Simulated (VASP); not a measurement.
A run of VASP 6.6.1:

File INCAR:

```
ALGO = Normal
EDIFF = 1E-6
ENCUT = 520
GGA = PE
ISIF = 2
ISMEAR = 0
LASPH = T
LCHARG = F
LREAL = F
LWAVE = F
NBANDS = 15
NELM = 100
PREC = Accurate
SIGMA = 0.05
```

The input KPOINTS:

```
k-points
0
Gamma
  12 12 12
```

The input POSCAR:

```
ZrC
1.0
    3.2695327460      0.0000000000      0.0000000000
   -1.6347663730      2.8314984165      0.0000000000
    0.0000000000      0.0000000000      2.9103370315
Zr C
1 1
Direct
    0.0000000000      0.0000000000      0.0000000000
    0.6666666667      0.3333333333      0.5000000000
```

Potentials or basis: VASP PAW PBE potentials, release 64 (Zr_sv, C).

Run with:

```console
$ cat potpaw_PBE.64/Zr_sv/POTCAR potpaw_PBE.64/C/POTCAR > POTCAR
$ mpirun -np 1 vasp_std > vasp.out
```

Hardware: 1 thread of Intel Xeon 8259CL, on a shared host.

Q: Estimate the wall time of this run.

A: Run time: 54 s on 1 thread of Intel Xeon 8259CL (shared host), peak memory 0.18 GiB. Counts: scf iterations 13, k points 133.
